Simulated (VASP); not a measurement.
# TiHg3Sb2 (P4mm) in VASP: further runs, part 2 of 2

VASP 6.6.1.

### Step 4. Relaxation of cell and atoms, PBE

File INCAR:

```
SYSTEM = TiHg3Sb2
PREC = Accurate
ENCUT = 600
EDIFF = 1E-6
ISMEAR = 0
SIGMA = 0.1
LREAL = .False.
LASPH = .True.
NELM = 100
ALGO = Normal
ISIF = 3
LWAVE = .False.
LCHARG = .False.
GGA = PE
IBRION = 2
NSW = 90
EDIFFG = -0.04
```

File KPOINTS:

```
regular mesh
0
Gamma
  4 4 2
  0 0 0
```

File POSCAR:

```
TiHg3Sb2
1.0
    4.0236835700      0.0000000000      0.0000000000
    0.0000000000      4.0236835700      0.0000000000
    0.0000000000      0.0000000000      8.5422250000
Ti Hg Sb
1 3 2
Direct
    0.0000000000      0.0000000000      0.6251500200
    0.5000000000      0.0000000000      0.9985610200
    0.0000000000      0.5000000000      0.9985610200
    0.5000000000      0.5000000000      0.3788870000
    0.5000000000      0.5000000000      0.7286009800
    0.0000000000      0.0000000000      0.2702390000
```

On the command line:

```sh
> cat potpaw_PBE.64/Ti_sv/POTCAR potpaw_PBE.64/Hg/POTCAR potpaw_PBE.64/Sb/POTCAR > POTCAR
> mpirun -np 1 vasp_std > vasp.out
```

Wall time 14 min (1 thread of AMD EPYC 9R45 (Zen 5), shared host); peak memory 0.29 GiB.

Results (log left out):

| Property | Result |
| --- | --- |
| Free energy | -16.0207 eV |
| Relaxed volume | 27.52 Å³/atom |
| Relaxed cell | a = 4.052 Å, b = 4.052 Å, c = 10.055 Å, α = 90.00°, β = 90.00°, γ = 90.00° |
| Space group after relaxing (to 0.1 Å) | P4mm (No. 99) |
| Energy gained by relaxing | 191.8 meV/atom |
| Ionic steps | 23 |
| Pressure after relaxing | 0.0 GPa |
| Largest force after relaxing | 0.018 eV/Å |
| Band gap on the k mesh | zero (bands 29 and 30 overlap by 1.16 eV) |

Forces on the atoms (eV/Å):
```
Ti   0.000  0.000  0.004
Hg   0.000  0.000  0.011
Hg   0.000  0.000  0.011
Hg   0.000  0.000  0.001
Sb   0.000  0.000 -0.018
Sb   0.000  0.000 -0.010
```

Stress tensor (GPa, compression positive):
```
 0.07  0.00  0.00
 0.00  0.07  0.00
 0.00  0.00 -0.07
```

The path:
```
step  energy change (eV)  largest force (eV/Å)  pressure (GPa)  volume (Å³)
   1              0.0000                1.7075            6.33       138.30
   2             -0.4359                1.4772           -1.83       157.33
   3             -0.4363                1.4752           -1.51       156.28
   4             -0.6565                1.3321           -1.06       155.46
   5             -0.8172                0.9934            2.26       153.01
   6             -0.8809                0.4600            0.26       154.12
   7             -0.8915                0.4035            0.65       153.85
   8             -1.0494                0.1761            0.80       156.22
   9             -1.0886                0.3620            1.37       158.13
  10             -1.1076                0.2753           -0.92       167.59
  11             -1.1170                0.2773           -0.15       164.01
  12             -1.1243                0.1984           -0.06       163.85
  13             -1.1278                0.1197            0.07       163.66
  14             -1.1316                0.1223            0.01       164.09
  15             -1.1406                0.1302           -0.13       165.38
  16             -1.1454                0.1164           -0.40       167.94
  17             -1.1461                0.1255           -0.33       167.18
  18             -1.1487                0.1007            0.00       166.19
  19             -1.1488                0.1003            0.07       165.98
  20             -1.1496                0.0642            0.02       166.07
  21             -1.1500                0.0653           -0.06       166.21
  22             -1.1504                0.0506           -0.04       165.93
  23             -1.1510                0.0178            0.02       165.12
```

Final structure:
```
CELL_PARAMETERS angstrom
4.05245 0.00000 0.00000
0.00000 4.05245 0.00000
0.00000 0.00000 10.05453
ATOMIC_POSITIONS crystal
Ti 0.00000 0.00000 0.59811
Hg 0.50000 0.00000 0.99156
Hg 0.00000 0.50000 0.99156
Hg 0.50000 0.50000 0.40661
Sb 0.50000 0.50000 0.68981
Sb 0.00000 0.00000 0.32235
```

Levels at points of the mesh, in eV from the Fermi level:
```
           k point  band 25  band 26  band 27  band 28  band 29  band 30  band 31  band 32  band 33  band 34
(0.00, 0.00, 0.00)    -0.70    -0.70    -0.54    -0.43    -0.43     0.29     0.39     1.52     1.95     1.95
(0.50, 0.00, 0.00)    -3.54    -1.29    -1.20    -0.94     0.40     0.51     0.77     0.99     1.98     2.31
(0.50, 0.50, 0.00)    -2.69    -2.69    -1.29    -1.24    -0.76    -0.76    -0.29     0.84     0.98     1.00
(0.00, 0.00, 0.50)    -0.72    -0.72    -0.54    -0.39    -0.39    -0.03     0.39     1.83     1.83     1.89
(0.50, 0.00, 0.50)    -3.21    -1.66    -1.38    -1.29     0.26     0.39     0.86     0.93     1.99     3.28
(0.50, 0.50, 0.50)    -2.68    -2.68    -1.49    -0.82    -0.68    -0.68     0.28     0.38     1.03     1.03
```

Caveat: the k points lie up to 0.39 Å⁻¹ apart in the final cell, too coarse for converged energies and pressures of a metal; the volume moved by over 15 % at a fixed basis, so the end points are rough; spin-orbit coupling is left out, which moves the levels of the heavy elements.

### Step 5. Single point, PBE

This run uses another cell than the first one, of 27.31 Å³/atom.

File INCAR:

```
SYSTEM = TiHg3Sb2
ALGO = Fast
EDIFF = 1E-7
ENCUT = 520
GGA = PE
ISIF = 2
ISMEAR = 0
LASPH = .TRUE.
LCHARG = .TRUE.
LELF = .TRUE.
LREAL = .FALSE.
LVHAR = .TRUE.
LWAVE = .FALSE.
NBANDS = 38
NELM = 100
PREC = Accurate
SIGMA = 0.1
```

File KPOINTS:

```
k-points
0
G
  10 10 4
  0 0 0
```

File POSCAR:

```
TiHg3Sb2
1.0
    4.0275805024      0.0000000000      0.0000000000
    0.0000000000      4.0275805024      0.0000000000
    0.0000000000      0.0000000000     10.1007743970
Ti Hg Sb
1 3 2
Direct
    0.0000000000      0.0000000000      0.6025253808
    0.5000000000      0.0000000000      0.9944584040
    0.0000000000      0.5000000000      0.9944584040
    0.5000000000      0.5000000000      0.3974480470
    0.5000000000      0.5000000000      0.6844223347
    0.0000000000      0.0000000000      0.3266864695
```

On the command line:

```sh
> cat potpaw_PBE.64/Ti_sv/POTCAR potpaw_PBE.64/Hg/POTCAR potpaw_PBE.64/Sb/POTCAR > POTCAR
> mpirun -np 1 vasp_std > vasp.out
```

Run time: 10 min. Hardware: 1 thread of AMD EPYC 9R45 (Zen 5), shared host; peak memory 0.48 GiB.

The run converged. Its results:

| Quantity | Value |
| --- | --- |
| Free energy | -16.2203 eV |
| Pressure | 0.2 GPa |
| Largest force | 0.013 eV/Å |
| Band gap on the k mesh | zero (bands 29 and 30 overlap by 1.41 eV) |

Forces in eV/Å, atoms in the order of the input:
```
Ti   0.000  0.000  0.009
Hg   0.000  0.000  0.001
Hg   0.000  0.000  0.001
Hg   0.000  0.000 -0.004
Sb   0.000  0.000  0.007
Sb   0.000  0.000 -0.013
```

Stress tensor (GPa, compression positive):
```
0.23 0.00 0.00
0.00 0.23 0.00
0.00 0.00 0.02
```

Levels at points of the mesh, in eV from the Fermi level:
```tsv
k point	band 25	band 26	band 27	band 28	band 29	band 30	band 31	band 32	band 33	band 34
(0.00, 0.00, 0.00)	-0.69	-0.69	-0.58	-0.43	-0.43	0.26	0.39	1.44	1.89	1.89
(0.50, 0.00, 0.00)	-3.69	-1.39	-1.21	-1.01	0.44	0.59	0.87	1.01	2.15	2.29
(0.50, 0.50, 0.00)	-2.75	-2.75	-1.41	-1.33	-0.97	-0.97	-0.49	0.70	0.93	0.93
(0.00, 0.00, 0.50)	-0.70	-0.70	-0.58	-0.39	-0.39	-0.02	0.39	1.77	1.79	1.79
(0.50, 0.00, 0.50)	-3.44	-1.67	-1.39	-1.31	0.29	0.43	0.94	0.94	2.16	3.52
(0.50, 0.50, 0.50)	-2.75	-2.75	-1.59	-0.91	-0.88	-0.88	0.05	0.19	0.93	0.93
```

Caveat: spin-orbit coupling is left out, which moves the levels of the heavy elements.

### Step 6. Summary

| task | cell | k mesh | cutoff (eV) | gap on the mesh (eV) | pressure (GPa) | largest force (eV/Å) |
| --- | --- | --- | --- | --- | --- | --- |
| single point | a = 4.024, b = 4.024, c = 8.542 Å, 6 atoms, atomic positions A | 4 × 4 × 2 | 520 | none | 6.3 | 1.71 |
| single point | a = 4.047, b = 4.047, c = 10.031 Å, 6 atoms, atomic positions B | 4 × 4 × 2 | 520 | none | 0.2 | 0.06 |
| relaxation of cell and atoms | relaxed from a = 4.024, b = 4.024, c = 8.542 Å, 6 atoms, atomic positions A | 4 × 4 × 2 | 600 | none | 0.0 | 0.02 |
| single point | a = 4.028, b = 4.028, c = 10.101 Å, 6 atoms, atomic positions C | 10 × 10 × 4 | 520 | none | 0.2 | 0.01 |

Alike in all rows: level PBE; potentials or basis VASP PAW PBE potentials, release 64 (Ti_sv, Hg, Sb); no spin polarisation; smearing gaussian 0.1 eV.

Caveats: some runs use coarse meshes; spin-orbit coupling is left out, which moves the levels of the heavy elements; forces of over 1 eV/Å act on the atoms, so gaps and moduli don't describe the material at rest (at least some runs); the volume moved by over 15 % at a fixed basis, so the end points are rough (at least some runs).

Total energies depend on the potentials used, so only differences within one code and one set of settings carry meaning.
